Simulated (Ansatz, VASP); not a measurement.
# One calculation of AlNi, two programs

```
Al Ni
1.0
     1.93869   -1.95319    0.00000
     1.93869    1.95319    0.00000
     0.00000    0.00000    3.09943
Al Ni
1 1
Direct
  0.00000 0.00000 0.00000
  0.50000 0.50000 0.50000
```

Alike in both runs: task single point; functional r2SCAN; k mesh 16 × 16 × 14; occupations gaussian, width 0.1 eV; no spin polarisation.

```csv
,VASP,Ansatz
version,VASP 6.6.1,Ansatz 0.2.0
potentials or method,"VASP PAW PBE potentials, release 64 (Al, Ni), cutoff 520 eV","scalar-relativistic, plane waves, PAW"
valence electrons in the cell,13,21
```

```tsv
	VASP	Ansatz	Ansatz less VASP
gap on the k mesh at the Fermi level (eV)	none	none	-
pressure (GPa)	0.3	0.6	+0.25
traceless stress, the component that is largest in VASP (GPa)	-4.78	-4.62	+0.154
```

VASP's potentials were made for PBE, not for r2SCAN. A gap of «none» marks a metal or a gap that the smearing closes. The functional is the same, so the differences come from potentials, cutoffs and numerics. VASP's potentials hold 13 valence electrons a cell and Ansatz's 21, so a difference there can come from the potentials and not from the codes.
